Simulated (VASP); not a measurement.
# Ag (Fm-3m) in VASP: further runs

Runs on Ag. Level: HSE06. Tasks: single point.

Program: VASP 6.6.1. These are calculated values, not measurements. Logs are shortened: lines on timing, memory, paths and dates and some standing lists are left out, and cuts for length are marked.

## (1) The cell of the first run

Symmetry: Fm-3m, No. 225, cubic system. The conventional cell has a = 4.154 Å, b = 4.154 Å, c = 4.154 Å, α = 90.00°, β = 90.00°, γ = 90.00°. Within 3.9 Å of Ag (site symmetry m-3m) lie 12 Ag at 2.94 Å.

## (2) Single point, HSE06 (17.91 Å³/atom)

POSCAR

```
Ag
1.0
    0.0000000000      2.0767603105      2.0767603105
    2.0767603105      0.0000000000      2.0767603105
    2.0767603105      2.0767603105      0.0000000000
Ag
1
Direct
    0.0000000000      0.0000000000      0.0000000000
```

INCAR.step1

```
SYSTEM = Ag
ALGO     = Normal         ! electronic algorithm
EDIFF    = 1E-5           ! SCF threshold, eV
ENCUT    = 520            ! plane-wave cutoff, eV
GGA      = PE             ! functional
ISIF     = 2              ! what is computed and relaxed
ISMEAR   = 0              ! smearing method
LASPH    = .True.         ! aspherical terms in the spheres
LREAL    = .False.        ! projectors in reciprocal space
LWAVE    = .True.         ! write WAVECAR
NBANDS   = 12             ! bands
NELM     = 100            ! most SCF steps
PREC     = Accurate       ! precision mode
SIGMA    = 0.05           ! smearing width, eV
```

INCAR.step2

```
SYSTEM = Ag
ALGO     = Normal         ! electronic algorithm
EDIFF    = 1E-6           ! SCF threshold, eV
ENCUT    = 520            ! plane-wave cutoff, eV
GGA      = PE             ! functional
HFSCREEN = 0.2079         ! screening, 1/A
ISIF     = 2              ! what is computed and relaxed
ISMEAR   = 0              ! smearing method
ISTART   = 1            
LASPH    = .True.         ! aspherical terms in the spheres
LCHARG   = .True.         ! write CHGCAR
LELF     = .True.         ! ELF
LHFCALC  = .True.         ! exact exchange
LREAL    = .False.        ! projectors in reciprocal space
LVHAR    = .True.       
LWAVE    = .False.        ! write WAVECAR
NBANDS   = 12             ! bands
NELM     = 100            ! most SCF steps
PREC     = Accurate       ! precision mode
PRECFOCK = Normal       
SIGMA    = 0.05           ! smearing width, eV
```

KPOINTS

```
k-points
0
Gamma
  8 8 8
  0 0 0
```

Potentials or basis: VASP PAW PBE potentials, release 64 (Ag).

On the command line:

```
cat potpaw_PBE.64/Ag/POTCAR > POTCAR
cp INCAR.step1 INCAR
mpirun -np 1 vasp_std > vasp.out
cp INCAR.step2 INCAR
mpirun -np 1 vasp_std > vasp.out
```

OUTCAR:

```text
SYSTEM = Ag
   EDIFF = 1E-6
   ENCUT = 520
   GGA = PE
   HFSCREEN = 0.2079
   ISIF = 2
   ISMEAR = 0
   ISTART = 1
   LASPH = .True.
   LHFCALC = .True.
   LREAL = .False.
   NELM = 100
   PREC = Accurate
   PRECFOCK = Normal

 ion  position               nearest neighbor table
   1  0.000  0.000  0.000-

  LATTYP: Found a face centered cubic cell.
 ALAT       =     4.1535206210

  Lattice vectors:

 A1 = (   0.0000000000,   2.0767603105,   2.0767603105)
 A2 = (   2.0767603105,   0.0000000000,   2.0767603105)
 A3 = (   2.0767603105,   2.0767603105,   0.0000000000)

Analysis of symmetry for initial positions (statically):
=====================================================================
 Subroutine PRICEL returns:
 Original cell was already a primitive cell.

 Routine SETGRP: Setting up the symmetry group for a
 face centered cubic supercell.

 Subroutine GETGRP returns: Found 48 space group operations
 (whereof 48 operations were pure point group operations)
 out of a pool of 48 trial point group operations.

The static configuration has the point symmetry O_h .

Analysis of symmetry for dynamics (positions and initial velocities):
=====================================================================
 Subroutine PRICEL returns:
 Original cell was already a primitive cell.

 Routine SETGRP: Setting up the symmetry group for a
 face centered cubic supercell.

 Subroutine GETGRP returns: Found 48 space group operations
 (whereof 48 operations were pure point group operations)
 out of a pool of 48 trial point group operations.

The dynamic configuration has the point symmetry O_h .

 Subroutine INISYM returns: Found 48 space group operations
 (whereof 48 operations are pure point group operations),
 and found     1 'primitive' translations

----------------------------------------------------------------------------------------

                                     Primitive cell

  volume of cell :      17.9139

  direct lattice vectors                    reciprocal lattice vectors
     0.000000000  2.076760311  2.076760311    -0.240759609  0.240759609  0.240759609
     2.076760311  0.000000000  2.076760311     0.240759609 -0.240759609  0.240759609
     2.076760311  2.076760311  0.000000000     0.240759609  0.240759609 -0.240759609

  length of vectors
     2.936982597  2.936982597  2.936982597     0.417007875  0.417007875  0.417007875

  position of ions in fractional coordinates (direct lattice)
     0.000000000  0.000000000  0.000000000

  ion indices of the primitive-cell ions
   primitive index   ion index
                 1           1

----------------------------------------------------------------------------------------

 KPOINTS: k-points

Automatic generation of k-mesh.
 Grid dimensions read from file:
 generate k-points for:    8    8    8

 Generating k-lattice:

  Cartesian coordinates                     Fractional coordinates (reciprocal lattice)
    -0.030094951  0.030094951  0.030094951     0.125000000  0.000000000  0.000000000
     0.030094951 -0.030094951  0.030094951     0.000000000  0.125000000  0.000000000
     0.030094951  0.030094951 -0.030094951     0.000000000  0.000000000  0.125000000

  Length of vectors
     0.052125984  0.052125984  0.052125984

  Shift w.r.t. Gamma in fractional coordinates (k-lattice)
     0.000000000  0.000000000  0.000000000

 Subroutine IBZKPT returns following result:
 ===========================================

 Found     29 irreducible k-points:

 Following reciprocal coordinates:
            Coordinates               Weight
  0.000000  0.000000  0.000000      1.000000
  0.125000  0.000000  0.000000      8.000000
  0.250000  0.000000  0.000000      8.000000
  0.375000  0.000000  0.000000      8.000000
  0.500000  0.000000  0.000000      4.000000
  0.125000  0.125000  0.000000      6.000000
[... 16 lines left out ...]
  0.500000  0.250000  0.125000     48.000000
 -0.375000  0.250000  0.125000     24.000000
 [... further k-points ...]
   k-points           NKPTS =     29   k-points in BZ     NKDIM =    512   number of bands    NBANDS=     12
   number of dos      NEDOS =    301   number of ions     NIONS =      1
   total plane-waves  NPLWV =  13824
   dimension x,y,z NGX =    24 NGY =   24 NGZ =   24
   dimension x,y,z NGXF=    48 NGYF=   48 NGZF=   48
   ions per type =               1
   NGX,Y,Z   is equivalent  to a cutoff of  13.59, 13.59, 13.59 a.u.
   NGXF,Y,Z  is equivalent  to a cutoff of  27.17, 27.17, 27.17 a.u.
 SYSTEM =  Ag
   PREC   = accura    normal or accurate (medium, high low for compatibility)
   ISTART =      1    job   : 0-new  1-cont  2-samecut
   ICHARG =      0    charge: 1-file 2-atom 10-const
   ISPIN  =      1    spin polarized calculation?
   LNONCOLLINEAR =      F non collinear calculations
   LSORBIT =      F    spin-orbit coupling
   LASPH  =      T    aspherical Exc in radial PAW
   ENCUT  =  520.0 eV  38.22 Ry    6.18 a.u.   5.46  5.46  5.46*2*pi/ulx,y,z
   NELM   =    100;   NELMIN=  2; NELMDL=  0     # of ELM steps
   EDIFF  = 0.1E-05   stopping-criterion for ELM
   LREAL  =      F    real-space projection
   EDIFFG = 0.1E-04   stopping-criterion for IOM
   NSW    =      0    number of steps for IOM
   IBRION =     -1    ionic relax: 0-MD 1-quasi-New 2-CG
   NFREE  =      0    steps in history (QN), initial steepest desc. (CG)
   ISIF   =      2    stress and relaxation
   ISYM   =      3    0-nonsym 1-usesym 2-fastsym
   POTIM  = 0.5000    time-step for ionic-motion
   TEBEG  =    0.0;   TEEND  =   0.0 temperature during run
   PSTRESS=    0.0 pullay stress
   NELECT =      11.0000    total number of electrons
   NUPDOWN=      -1.0000    fix difference up-down
   EMIN   =  10.00;   EMAX   =-10.00  energy-range for DOS
   EFERMI =   0.00;   METHOD = LEGACY
   ISMEAR =     0;   SIGMA  =   0.05  broadening in eV -4-tet -1-fermi 0-gaus
   EFERMI_NEDOS =   21; number of points for ismear=-14 and -15
   IALGO  =     38    algorithm
   IMIX   =      1    mixing-type and parameters
     AMIX     =   0.40;   BMIX     =  1.00
     AMIX_MAG =   1.60;   BMIX_MAG =  1.00
  volume/ion in A,a.u.               =      17.91       120.89
  Fermi-wavevector in a.u.,A,eV,Ry     =   1.391477  2.629510 26.343711  1.936208
  Thomas-Fermi vector in A             =   2.515312
   LORBIT       =      0    0 simple, 1 ext, 2 COOP (PROOUT), +10 PAW based schemes
   GGA     = PE    functional components
   LHFCALC =     T    Hartree Fock is set to
   PRECFOCK=normal    Normal, Fast or Accurate (Low or Medium for compatibility)
   ENCUT4O =  -1.0   cutoff for four orbital integrals eV
   NKREDX  =     1    reduce k-point grid by
   NKREDY  =     1    reduce k-point grid by
   NKREDZ  =     1    reduce k-point grid by
   AEXX    =    0.2500 exact exchange contribution
   HFSCREEN=    0.2079 screening length (either q_TF or 0.3 A-1)
   HFSCREENC=   0.2079 screening length for correlation (either q_TF or 0.3 A-1)
   ENCUTFOCK=  -1.0 apply spherical cutoff to Coloumb kernel
   IVDW    =     0    specifies the selected vdW correction
   LEPSILON=     F    determine dielectric tensor
   LRPA    =     F    only Hartree local field effects (RPA)
 non-spin polarized calculation
 Gauss-broadening in eV      SIGMA  =   0.05
  energy-cutoff  :      520.00
  volume of cell :       17.91
 maximum number of plane-waves:       531
 NGX is ok and might be reduce to    24
  NGX = 18; NGY = 18; NGZ = 18

 number of electron      11.0000000 magnetization

 Free energy of the ion-electron system (eV)
  ---------------------------------------------------
  ext. energy  EPLUGINS =         0.00000000
  ---------------------------------------------------
  free energy    TOTEN  =        -2.81951520 eV

  energy without entropy =       -2.81869915  energy(sigma->0) =       -2.81910718

 E-fermi :   7.2472     XC(G=0):  -9.7236

 val. band max:        7.1929663005   @ k =   0.5000   0.2500   0.1250
 cond. band min:       7.3695500263   @ k =   0.5000   0.0000   0.0000
 fundamental gap:      0.1765837258
 Fermi energy:         7.2471991975

 k-point     1 :       0.0000    0.0000    0.0000
  band No.  band energies     occupation
      1      -0.6684      2.00000
      2       1.6722      2.00000
      3       1.6722      2.00000
      4       1.6722      2.00000
      5       2.6553      2.00000
      6       2.6553      2.00000
      7      24.4651      0.00000
      8      27.9521      0.00000
      9      27.9521      0.00000
     10      27.9521      0.00000
     11      32.4764      0.00000
     12      33.6576      0.00000

 k-point     2 :       0.1250    0.0000    0.0000
  band No.  band energies     occupation
      1      -0.1610      2.00000
      2       1.6091      2.00000
      3       1.7909      2.00000
      4       1.7909      2.00000
      5       2.6276      2.00000
      6       2.6276      2.00000
      7      23.8613      0.00000
      8      25.5145      0.00000
      9      28.0699      0.00000
     10      28.0699      0.00000
     11      31.6767      0.00000
     12      33.1073      0.00000

 k-point     3 :       0.2500    0.0000    0.0000
  band No.  band energies     occupation
      1       0.5204      2.00000
      2       1.8670      2.00000
      3       1.8670      2.00000
      4       2.3509      2.00000
      5       2.8071      2.00000
      6       2.8071      2.00000
      7      19.3325      0.00000
      8      24.9787      0.00000
      9      27.8925      0.00000
     10      27.8925      0.00000
     11      31.2074      0.00000
     12      31.6007      0.00000
[... 286 lines left out ...]
 k-point    23 :       0.5000    0.2500    0.1250
  band No.  band energies     occupation
      1       0.9214      2.00000
      2       1.3984      2.00000
      3       1.8451      2.00000
      4       2.4793      2.00000
      5       3.2202      2.00000
      6       7.1930      1.87496
      7      15.4830      0.00000
      8      19.9980      0.00000
      9      22.3313      0.00000
     10      27.4138      0.00000
     11      30.8454      0.00000
     12      34.2078      0.00000

 k-point    24 :      -0.3750    0.2500    0.1250
  band No.  band energies     occupation
      1       0.8710      2.00000
      2       1.2521      2.00000
      3       2.2087      2.00000
      4       2.2747      2.00000
      5       3.4261      2.00000
      6      10.0700      0.00000
      7      11.9157      0.00000
      8      20.6808      0.00000
      9      20.7666      0.00000
     10      26.8339      0.00000
     11      31.4788      0.00000
     12      35.6055      0.00000

 [... further k-points ...]
[... 5 lines left out ...]
  --------------------------------------------------------------------------------------
  -------------------------------------------------------------------------------------
  Total        0.0004388      0.0004388      0.0004388      0.0000000      0.0000000     -0.0000000
  in kB        0.0392420      0.0392420      0.0392420      0.0000000      0.0000000     -0.0000000
  external PRESSURE =       0.0392420 kB  Pullay stress =       0.0000000 kB

 VOLUME and BASIS-vectors are now :
 -----------------------------------------------------------------------------
  energy-cutoff  :      520.00
  volume of cell :       17.91
      direct lattice vectors                 reciprocal lattice vectors
     0.000000000  2.076760311  2.076760311    -0.240759609  0.240759609  0.240759609
     2.076760311  0.000000000  2.076760311     0.240759609 -0.240759609  0.240759609
     2.076760311  2.076760311  0.000000000     0.240759609  0.240759609 -0.240759609

 POSITION                                       TOTAL-FORCE (eV/Angst)
 -----------------------------------------------------------------------------------
      0.00000      0.00000      0.00000         0.000000      0.000000      0.000000
 -----------------------------------------------------------------------------------
    total drift:                               -0.000030     -0.000042     -0.000040

  FREE ENERGIE OF THE ION-ELECTRON SYSTEM (eV)
  ---------------------------------------------------
  free  energy   TOTEN  =        -2.8195152044 eV

  energy  without entropy=       -2.8186991470  energy(sigma->0) =       -2.81910718
```

Wall time 32 min (1 thread of Intel Xeon 6975P-C (Granite Rapids), shared host); peak memory 0.25 GiB.

Results:

| Item | Value |
| --- | --- |
| Free energy | -2.8195 eV |
| Pressure | 0.0 GPa |
| Band gap on the k mesh | zero (an odd number of electrons rules out a gap without spin polarisation) |

Caveat: the PAW data sets were made with another functional, which shifts forces and pressure a little.

(Continued in part 2 of 2.)

The gap in the log of VASP goes by the Fermi energy; the results here count the filled bands.